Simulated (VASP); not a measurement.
Write the native input for VASP 6.6.1 that does the following.

```yaml
Task: single point
Functional: LDA
Potentials_or_basis: VASP PAW LDA potentials, release 64 (Si)
Cutoff: 520 eV
k_mesh: 24 × 24 × 20
Occupations: gaussian, width 0.15 eV
Spin: no spin polarisation
Dipole_correction: no
Further_INCAR_settings: ALGO = Normal; EDIFF = 1e-06; NBANDS = 8
```

The structure of Si lies in POSCAR:

```
Si
1.0
    2.6860563853      0.0000000000      0.0000000000
   -1.3430281927      2.3261930656      0.0000000000
    0.0000000000      0.0000000000      2.4663543900
Si
1
Direct
    0.0000000000      0.0000000000      0.0000000000
```

This isn't the form of Si at room conditions, which is diamond.

This cell differs from its parent crystal: strain +0.025 along x and y, +0.000 along z.

These files were run (other wordings do the same):

INCAR

```
PREC = Accurate ; ENCUT = 520
EDIFF = 1E-6 ; ISMEAR = 0
SIGMA = 0.15 ; LREAL = False
LASPH = True ; NELM = 100
ALGO = Normal ; ISIF = 2
LWAVE = False ; LCHARG = False
GGA = CA ; NBANDS = 8
```

KPOINTS

```
regular mesh
0
Gamma
  24 24 20
```

Potentials or basis: VASP PAW LDA potentials, release 64 (Si).

Command:

```console
$ cat potpaw_LDA.64/Si/POTCAR > POTCAR
$ mpirun -np 1 vasp_std > vasp.out
```

It gave:

| Item | Value |
| --- | --- |
| Pressure | -5.5 GPa |
| Band gap on the k mesh | zero (bands 2 and 3 overlap by 12.08 eV) |

Caveat: the cell differs from its parent crystal (strain +0.025 along x and y, +0.000 along z); the cell stands under tension.

Run time: 52 s on 1 thread of Intel Xeon 8259CL, with other jobs on the host, peak memory 0.17 GiB.
